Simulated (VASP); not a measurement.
Runs of VASP 6.6.1 on PbS. It takes space group Fm-3m (No. 225, cubic). The conventional cell has a = 5.974 Å, b = 5.974 Å, c = 5.974 Å, α = 90.00°, β = 90.00°, γ = 90.00°. Within 3.9 Å of Pb (site symmetry m-3m) lie 6 S at 2.99 Å. S (site symmetry m-3m) has 6 Pb at 2.99 Å within 3.9 Å. 

```csv
level,potentials or basis,k mesh,grid for exact exchange (PRECFOCK),screening parameter,gap on the mesh (eV),pressure (GPa)
PBE,"VASP PAW PBE potentials, release 64 (Pb_d, S)",6 × 6 × 6,-,-,0.44,0.8
r2SCAN,"VASP PAW PBE potentials, release 64 (Pb_d, S)",4 × 4 × 4,-,-,0.70,0.1
LDA,"VASP PAW LDA potentials, release 64 (Pb_d, S)",4 × 4 × 4,-,-,0.28,(a)
HSE06,"VASP PAW PBE potentials, release 64 (Pb_d, S)",4 × 4 × 4,Normal,0.2079 1/Å,(b),-0.2
PBE,"VASP PAW PBE potentials, release 64 (Pb_d, S)",4 × 4 × 4,-,-,0.44,(c)
```

Alike in all rows: task single point; no spin polarisation; cell as given; cutoff (eV) 520; smearing gaussian 0.01 eV.

**Question.** Estimate the missing entries.

**Answer.** (a) -3.6; (b) 0.89; (c) 0.9.

Caveats: some runs use coarse meshes; spin-orbit coupling is left out, which moves the levels of the heavy elements; the PAW data sets were made with another functional, which shifts forces and pressure a little (some runs).

A k mesh can miss the band edges, and the runs leave out spin-orbit coupling on Pb.
